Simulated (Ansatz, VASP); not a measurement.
**SnO2: VASP beside Ansatz**

File INCAR:

```
SYSTEM = SnO2
PREC = Accurate
ENCUT = 520
EDIFF = 1E-6
ISMEAR = 0
SIGMA = 0.02
LREAL = .False.
LASPH = .True.
NELM = 60
ALGO = Normal
ISIF = 2
LWAVE = .False.
LCHARG = .False.
GGA = PS
NBANDS = 35
```

Contents of KPOINTS:

```
Automatic mesh
0
Gamma
  6 6 8
  0 0 0
```

POSCAR

```
SnO2
1.0
    4.8491112340      0.0000000000      0.0000000000
    0.0000000000      4.8491112340      0.0000000000
    0.0000000000      0.0000000000      3.0678380292
Sn O
2 4
Direct
    0.5000000000      0.5000000000      0.5000000000
    0.0000000000      0.0000000000      0.0000000000
    0.1955290710      0.8044709290      0.5000000000
    0.8044709290      0.1955290710      0.5000000000
    0.3044709290      0.3044709290      0.0000000000
    0.6955290710      0.6955290710      0.0000000000
```

Input for Ansatz:

```yaml
crystal:
  lattice:
    - [4.849111234, 0.0, 0.0]
    - [0.0, 4.849111234, 0.0]
    - [0.0, 0.0, 3.0678380292]
  atoms:
    - { symbol: Sn, position: [0.5, 0.5, 0.5] }
    - { symbol: Sn, position: [0.0, 0.0, 0.0] }
    - { symbol: O, position: [0.195529071, 0.804470929, 0.5] }
    - { symbol: O, position: [0.804470929, 0.195529071, 0.5] }
    - { symbol: O, position: [0.304470929, 0.304470929, 0.0] }
    - { symbol: O, position: [0.695529071, 0.695529071, 0.0] }
basis:
  ecutwfc: 420
kpoints:
  mp_grid: { grid: [6, 6, 8] }
  band_path: { path: [VBM, CBM], npoints: 2 }
hamiltonian:
  xc: pbesol
scf:
  occupations: { method: gaussian, width: 0.02 }
output:
  forces: true
  stress: true
  eigenvalues: true
checkpoint:
  read: start.run
  write: ck
  compress: false
  write_wavefunctions: false
  write_every: 100000
```

Alike in both runs: task single point; functional PBEsol; k mesh 6 × 6 × 8; occupations gaussian, width 0.02 eV; no spin polarisation.

|  | VASP | Ansatz |
| --- | --- | --- |
| version | VASP 6.6.1 | Ansatz 0.2.0 |
| potentials or method | VASP PAW PBE potentials, release 64 (Sn_d, O), cutoff 520 eV | scalar-relativistic, plane waves, PAW |
| valence electrons in the cell | 52 | 52 |

|  | VASP | Ansatz | Ansatz less VASP |
| --- | --- | --- | --- |
| gap on the k mesh at the Fermi level (eV) | 1.22 | 1.22 | +0.007 |
| least direct gap on the mesh (eV) | 1.22 | 1.22 | +0.007 |
| pressure (GPa) | 5.8 | 5.1 | -0.70 |
| traceless stress, the component that is largest in VASP (GPa) | 10.40 | 10.12 | -0.274 |
| rms of the force components (eV/Å) | 0.014 | 0.000 | -0.0142 |

VASP's potentials were made for PBE, not for PBEsol. Atom by atom the forces differ by 0.014 eV/Å (rms over components).
